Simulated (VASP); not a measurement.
# TaBe3Se5 (P6/mmm) in VASP: notebook

The runs below take TaBe3Se5 through single point, relaxation of cell and atoms, with PBE.

Program: VASP 6.6.1. These are calculated values, not measurements. Logs are shortened: lines on timing, memory, paths and dates and some standing lists are left out, and cuts for length are marked.

### Step 1. The cell of the first run

Symmetry: P6/mmm, No. 191, hexagonal system. The conventional cell has a = 5.255 Å, b = 5.255 Å, c = 8.300 Å, α = 90.00°, β = 90.00°, γ = 120.00°. Ta (site symmetry 6/mmm) has 8 Se at 2.62 to 2.63 Å within 3.5 Å. Within 3.5 Å of Be (site symmetry mmm) lie 4 Be at 2.63 Å and 4 Se at 3.04 Å. Se (site symmetry 6mm) has 1 Ta at 2.62 Å and 6 Be at 3.04 Å and 1 Se at 3.05 Å within 3.5 Å. Se (site symmetry mmm) has 4 Se at 2.63 Å and 2 Ta at 2.63 Å within 3.5 Å.

The cell was generated, and may not be a known phase.

### Step 2. Single point, PBE

Contents of INCAR:

```
SYSTEM = TaBe3Se5
PREC     = Accurate       ! precision mode
ENCUT    = 600            ! plane-wave cutoff, eV
EDIFF    = 1E-6           ! SCF threshold, eV
ISMEAR   = 0              ! smearing method
SIGMA    = 0.1            ! smearing width, eV
LREAL    = .FALSE.        ! projectors in reciprocal space
LASPH    = .TRUE.         ! aspherical terms in the spheres
NELM     = 120            ! most SCF steps
ALGO     = Normal         ! electronic algorithm
ISIF     = 2              ! what is computed and relaxed
LWAVE    = .FALSE.        ! write WAVECAR
LCHARG   = .TRUE.         ! write CHGCAR
GGA      = PE             ! functional
LELF     = .TRUE.         ! ELF
LVHAR    = .TRUE.       
NBANDS   = 34             ! bands
GGA_COMPAT= .FALSE.
```

Contents of KPOINTS:

```
regular mesh
0
G
  6 6 2
  0 0 0
```

Contents of POSCAR:

```
TaBe3Se5
1.0
    5.2549687511      0.0000000000      0.0000000000
   -2.6274843755      4.5509364345      0.0000000000
    0.0000000000      0.0000000000      8.2996610316
Ta Be Se
1 3 5
Direct
    0.0000000000      0.0000000000      0.5000000000
    0.5000000000      0.0000000000      0.0000000000
    0.0000000000      0.5000000000      0.0000000000
    0.5000000000      0.5000000000      0.0000000000
    0.0000000000      0.0000000000      0.8161300733
    0.0000000000      0.0000000000      0.1838699267
    0.5000000000      0.0000000000      0.5000000000
    0.0000000000      0.5000000000      0.5000000000
    0.5000000000      0.5000000000      0.5000000000
```

Potentials or basis: VASP PAW PBE potentials, release 64 (Ta_pv, Be, Se).

Started as:

```sh
cat potpaw_PBE.64/Ta_pv/POTCAR potpaw_PBE.64/Be/POTCAR potpaw_PBE.64/Se/POTCAR > POTCAR
mpirun -np 1 vasp_std > vasp.out
```

OUTCAR:

```text
SYSTEM = TaBe3Se5
   PREC = Accurate
   ENCUT = 600
   EDIFF = 1E-6
   ISMEAR = 0
   LREAL = .FALSE.
   LASPH = .TRUE.
   NELM = 120
   ISIF = 2
   GGA = PE

 ion  position               nearest neighbor table
   1  0.000  0.000  0.500-   5 2.62   6 2.62   8 2.63   8 2.63   9 2.63   9 2.63   7 2.63   7 2.63

   2  0.500  0.000  0.000-
   3  0.000  0.500  0.000-
   4  0.500  0.500  0.000-
   5  0.000  0.000  0.816-   1 2.62
   6  0.000  0.000  0.184-   1 2.62
   7  0.500  0.000  0.500-   9 2.63   9 2.63   8 2.63   8 2.63   1 2.63   1 2.63
   8  0.000  0.500  0.500-   1 2.63   1 2.63   7 2.63   7 2.63   9 2.63   9 2.63
   9  0.500  0.500  0.500-   7 2.63   7 2.63   1 2.63   1 2.63   8 2.63   8 2.63

  LATTYP: Found a hexagonal cell.
 ALAT       =     5.2549687511
 C/A-ratio  =     1.5793930325

  Lattice vectors:

 A1 = (   5.2549687511,   0.0000000000,   0.0000000000)
 A2 = (  -2.6274843755,   4.5509364345,   0.0000000000)
 A3 = (   0.0000000000,   0.0000000000,   8.2996610316)

Analysis of symmetry for initial positions (statically):
=====================================================================
 Subroutine PRICEL returns:
 Original cell was already a primitive cell.

 Routine SETGRP: Setting up the symmetry group for a
 hexagonal supercell.

 Subroutine GETGRP returns: Found 24 space group operations
 (whereof 24 operations were pure point group operations)
 out of a pool of 24 trial point group operations.

The static configuration has the point symmetry D_6h.

Analysis of symmetry for dynamics (positions and initial velocities):
=====================================================================
 Subroutine PRICEL returns:
 Original cell was already a primitive cell.

 Routine SETGRP: Setting up the symmetry group for a
 hexagonal supercell.

 Subroutine GETGRP returns: Found 24 space group operations
 (whereof 24 operations were pure point group operations)
 out of a pool of 24 trial point group operations.

The dynamic configuration has the point symmetry D_6h.

 Subroutine INISYM returns: Found 24 space group operations
 (whereof 24 operations are pure point group operations),
 and found     1 'primitive' translations

----------------------------------------------------------------------------------------

                                     Primitive cell

  volume of cell :     198.4866

  direct lattice vectors                    reciprocal lattice vectors
     5.254968751  0.000000000  0.000000000     0.190296089  0.109867498  0.000000000
    -2.627484375  4.550936434  0.000000000     0.000000000  0.219734996  0.000000000
     0.000000000  0.000000000  8.299661032     0.000000000  0.000000000  0.120486848

  length of vectors
     5.254968751  5.254968751  8.299661032     0.219734996  0.219734996  0.120486848

  position of ions in fractional coordinates (direct lattice)
     0.000000000  0.000000000  0.500000000
     0.500000000  0.000000000  0.000000000
     0.000000000  0.500000000  0.000000000
     0.500000000  0.500000000  0.000000000
     0.000000000  0.000000000  0.816130073
     0.000000000  0.000000000  0.183869927
     0.500000000  0.000000000  0.500000000
     0.000000000  0.500000000  0.500000000
     0.500000000  0.500000000  0.500000000

  ion indices of the primitive-cell ions
   primitive index   ion index
                 1           1
                 2           2
                 3           3
                 4           4
                 5           5
                 6           6
                 7           7
                 8           8
                 9           9

----------------------------------------------------------------------------------------

 KPOINTS: regular mesh

Automatic generation of k-mesh.
 Grid dimensions read from file:
 generate k-points for:    6    6    2

 Generating k-lattice:

  Cartesian coordinates                     Fractional coordinates (reciprocal lattice)
     0.031716015  0.018311250  0.000000000     0.166666667  0.000000000  0.000000000
     0.000000000  0.036622499  0.000000000     0.000000000  0.166666667  0.000000000
     0.000000000  0.000000000  0.060243424     0.000000000  0.000000000  0.500000000

  Length of vectors
     0.036622499  0.036622499  0.060243424

  Shift w.r.t. Gamma in fractional coordinates (k-lattice)
     0.000000000  0.000000000  0.000000000

 Subroutine IBZKPT returns following result:
 ===========================================

 Found     14 irreducible k-points:

 Following reciprocal coordinates:
            Coordinates               Weight
  0.000000  0.000000  0.000000      1.000000
  0.166667 -0.000000  0.000000      6.000000
  0.333333 -0.000000  0.000000      6.000000
  0.500000 -0.000000  0.000000      3.000000
  0.166667  0.166667  0.000000      6.000000
  0.333333  0.166667  0.000000     12.000000
  0.333333  0.333333  0.000000      2.000000
  0.000000  0.000000  0.500000      1.000000
  0.166667 -0.000000  0.500000      6.000000
  0.333333 -0.000000  0.500000      6.000000
  0.500000 -0.000000  0.500000      3.000000
  0.166667  0.166667  0.500000      6.000000
  0.333333  0.166667  0.500000     12.000000
  0.333333  0.333333  0.500000      2.000000
   k-points           NKPTS =     14   k-points in BZ     NKDIM =     14   number of bands    NBANDS=     34
   number of dos      NEDOS =    301   number of ions     NIONS =      9
   total plane-waves  NPLWV = 123480
   dimension x,y,z NGX =    42 NGY =   42 NGZ =   70
   dimension x,y,z NGXF=    84 NGYF=   84 NGZF=  140
   ions per type =               1   3   5
   NGX,Y,Z   is equivalent  to a cutoff of  13.29, 13.29, 14.02 a.u.
   NGXF,Y,Z  is equivalent  to a cutoff of  26.57, 26.57, 28.04 a.u.
 SYSTEM =  TaBe3Se5
   PREC   = accura    normal or accurate (medium, high low for compatibility)
   ISTART =      0    job   : 0-new  1-cont  2-samecut
   ICHARG =      2    charge: 1-file 2-atom 10-const
   ISPIN  =      1    spin polarized calculation?
   LNONCOLLINEAR =      F non collinear calculations
   LSORBIT =      F    spin-orbit coupling
   LASPH  =      T    aspherical Exc in radial PAW
   ENCUT  =  600.0 eV  44.10 Ry    6.64 a.u.  10.50 10.50 16.58*2*pi/ulx,y,z
   NELM   =    120;   NELMIN=  2; NELMDL= -5     # of ELM steps
   EDIFF  = 0.1E-05   stopping-criterion for ELM
   LREAL  =      F    real-space projection
   EDIFFG = 0.1E-04   stopping-criterion for IOM
   NSW    =      0    number of steps for IOM
   IBRION =     -1    ionic relax: 0-MD 1-quasi-New 2-CG
   NFREE  =      0    steps in history (QN), initial steepest desc. (CG)
   ISIF   =      2    stress and relaxation
   ISYM   =      2    0-nonsym 1-usesym 2-fastsym
   POTIM  = 0.5000    time-step for ionic-motion
   TEBEG  =    0.0;   TEEND  =   0.0 temperature during run
   PSTRESS=    0.0 pullay stress
   NELECT =      47.0000    total number of electrons
   NUPDOWN=      -1.0000    fix difference up-down
   EMIN   =  10.00;   EMAX   =-10.00  energy-range for DOS
   EFERMI =   0.00;   METHOD = LEGACY
   ISMEAR =     0;   SIGMA  =   0.10  broadening in eV -4-tet -1-fermi 0-gaus
   EFERMI_NEDOS =   21; number of points for ismear=-14 and -15
   IALGO  =     38    algorithm
   IMIX   =      4    mixing-type and parameters
     AMIX     =   0.40;   BMIX     =  1.00
     AMIX_MAG =   1.60;   BMIX_MAG =  1.00
  volume/ion in A,a.u.               =      22.05       148.83
  Fermi-wavevector in a.u.,A,eV,Ry     =   1.012816  1.913944 13.956793  1.025795
  Thomas-Fermi vector in A             =   2.145947
   LORBIT       =      0    0 simple, 1 ext, 2 COOP (PROOUT), +10 PAW based schemes
   GGA     = PE    functional components
   LHFCALC =     F    Hartree Fock is set to
   AEXX    =    0.0000 exact exchange contribution
   IVDW    =     0    specifies the selected vdW correction
   LEPSILON=     F    determine dielectric tensor
   LRPA    =     F    only Hartree local field effects (RPA)
 non-spin polarized calculation
 Gauss-broadening in eV      SIGMA  =   0.10
  energy-cutoff  :      600.00
  volume of cell :      198.49
 maximum number of plane-waves:      6693
 NGX is ok and might be reduce to    42
   NGX = 21   NGY = 21   NGZ = 33

 number of electron      46.9999998 magnetization

 Free energy of the ion-electron system (eV)
  ---------------------------------------------------
  ext. energy  EPLUGINS =         0.00000000
  ---------------------------------------------------
  free energy    TOTEN  =       -35.97125251 eV

  energy without entropy =      -35.95047021  energy(sigma->0) =      -35.96086136

 E-fermi :   3.1583     XC(G=0):  -9.1244

 val. band max:        3.1415750207   @ k =   0.3333   0.3333   0.0000
 cond. band min:       3.1694950646   @ k =   0.3333  -0.0000   0.0000
 fundamental gap:      0.0279200439
 Fermi energy:         3.1582887801

 k-point     1 :       0.0000    0.0000    0.0000
  band No.  band energies     occupation
      1     -32.8888      2.00000
      2     -32.8888      2.00000
      3     -32.5711      2.00000
      4     -13.6422      2.00000
      5      -9.5339      2.00000
      6      -9.3027      2.00000
[... 26 lines left out ...]
     33       6.5028      0.00000
     34       6.6951      0.00000

 k-point     2 :       0.1667   -0.0000    0.0000
  band No.  band energies     occupation
      1     -32.8895      2.00000
      2     -32.8890      2.00000
      3     -32.5711      2.00000
      4     -13.4502      2.00000
      5      -9.8460      2.00000
      6      -9.5210      2.00000
[... 26 lines left out ...]
     33       6.3174      0.00000
     34       6.4818      0.00000
[... 405 lines left out ...]
     33       7.1813      0.00000
     34       7.7607      0.00000

 k-point    14 :       0.3333    0.3333    0.5000
  band No.  band energies     occupation
      1     -32.8906      2.00000
      2     -32.8906      2.00000
      3     -32.5708      2.00000
      4     -11.8626      2.00000
      5     -11.8626      2.00000
      6      -9.8663      2.00000
[... 26 lines left out ...]
     33       7.2172      0.00000
     34       7.2176      0.00000

------------------------ aborting loop because EDIFF is reached ----------------------------------------

  FORCE on cell =-STRESS in cart. coord.  units (eV):
  Direction    XX          YY          ZZ          XY          YZ          ZX
  --------------------------------------------------------------------------------------
  -------------------------------------------------------------------------------------
  Total       -0.0472293     -0.0472293     -0.1263404     -0.0000000      0.0000000      0.0000000
  in kB       -0.3812330     -0.3812330     -1.0198155     -0.0000000      0.0000000      0.0000000
  external PRESSURE =      -0.5940938 kB  Pullay stress =       0.0000000 kB

 VOLUME and BASIS-vectors are now :
 -----------------------------------------------------------------------------
  energy-cutoff  :      600.00
  volume of cell :      198.49
      direct lattice vectors                 reciprocal lattice vectors
     5.254968751  0.000000000  0.000000000     0.190296089  0.109867498  0.000000000
    -2.627484375  4.550936434  0.000000000     0.000000000  0.219734996  0.000000000
     0.000000000  0.000000000  8.299661032     0.000000000  0.000000000  0.120486848

 POSITION                                       TOTAL-FORCE (eV/Angst)
 -----------------------------------------------------------------------------------
      0.00000      0.00000      4.14983         0.000000      0.000000      0.000000
      2.62748      0.00000      0.00000         0.000000      0.000000      0.000000
     -1.31374      2.27547      0.00000         0.000000      0.000000      0.000000
      1.31374      2.27547      0.00000         0.000000      0.000000      0.000000
      0.00000      0.00000      6.77360        -0.000000     -0.000000      0.009466
      0.00000      0.00000      1.52606         0.000000      0.000000     -0.009466
      2.62748      0.00000      4.14983         0.000000      0.000000      0.000000
     -1.31374      2.27547      4.14983         0.000000      0.000000      0.000000
      1.31374      2.27547      4.14983         0.000000      0.000000      0.000000
 -----------------------------------------------------------------------------------
    total drift:                                0.000000      0.000000     -0.000000

  FREE ENERGIE OF THE ION-ELECTRON SYSTEM (eV)
  ---------------------------------------------------
  free  energy   TOTEN  =       -35.9712525121 eV

  energy  without entropy=      -35.9504702114  energy(sigma->0) =      -35.96086136
```

Wall time 3.6 min (1 thread of Oxide Virtual Turin-like, shared host); peak memory 0.37 GiB.

What came out:

```
Free energy            : -35.9713 eV
Pressure               : -0.1 GPa
Largest force          : 0.009 eV/Å
Band gap on the k mesh : zero (an odd number of electrons rules out a gap without spin polarisation)
```

Forces in eV/Å, atoms in the order of the input:
```
Ta   0.000  0.000  0.000
Be   0.000  0.000  0.000
Be   0.000  0.000  0.000
Be   0.000  0.000  0.000
Se   0.000  0.000  0.009
Se   0.000  0.000 -0.009
Se   0.000  0.000  0.000
Se   0.000  0.000  0.000
Se   0.000  0.000  0.000
```

Levels at points of the mesh, in eV from the Fermi level:
| k point | band 21 | band 22 | band 23 | band 24 | band 25 | band 26 |
| --- | --- | --- | --- | --- | --- | --- |
| (0.00, 0.00, 0.00) | -0.83 | -0.59 | 0.16 | 0.46 | 0.46 | 0.69 |
| (0.50, 0.00, 0.00) | -1.39 | -0.49 | -0.37 | 0.25 | 0.48 | 1.09 |
| (0.00, 0.00, 0.50) | -1.09 | -0.84 | -0.54 | -0.54 | 0.13 | 0.46 |
| (0.50, 0.00, 0.50) | -1.65 | -1.57 | -1.27 | 0.21 | 0.49 | 0.90 |

Caveat: the k points lie up to 0.38 Å⁻¹ apart, too coarse for converged energies and pressures of a metal; spin-orbit coupling is left out, which moves the levels of the heavy elements; an odd number of electrons without spin polarisation forces a metal; a magnetic or distorted state may lie lower.

[end of part 1 of 2]

The gap in the log of VASP goes by the Fermi energy; the results here count the filled bands.